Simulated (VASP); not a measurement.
A run of VASP 6.6.1:

The input INCAR:

```
SYSTEM = Hf
  PREC = Accurate
  ENCUT = 520
  EDIFF = 1E-6
  ISMEAR = 0
  SIGMA = 0.1
  LREAL = .False.
  LASPH = .True.
  NELM = 100
  ALGO = Normal
  ISIF = 2
  LWAVE = .False.
  LCHARG = .True.
  GGA = PS
  LELF = .True.
  LVHAR = .True.
  NBANDS = 11
```

KPOINTS

```
regular mesh
0
Gamma
  16 16 16
  0 0 0
```

The input POSCAR:

```
Hf
1.0
   -1.7795584397      1.7795584397      1.7795584397
    1.7795584397     -1.7795584397      1.7795584397
    1.7795584397      1.7795584397     -1.7795584397
Hf
1
Direct
    0.0000000000      0.0000000000      0.0000000000
```

Potentials or basis: VASP PAW PBE potentials, release 64 (Hf_pv).

The run is started by

```bash
$ cat potpaw_PBE.64/Hf_pv/POTCAR > POTCAR
$ mpirun -np 1 vasp_std > vasp.out
```

Hardware: 1 thread of Intel Xeon 8259CL, with other jobs on the host.

Estimate the wall time of this run.

Run time: 31 s on 1 thread of Intel Xeon 8259CL, on a shared host, peak memory 0.16 GiB. Counts: scf iterations 11, k points 145.
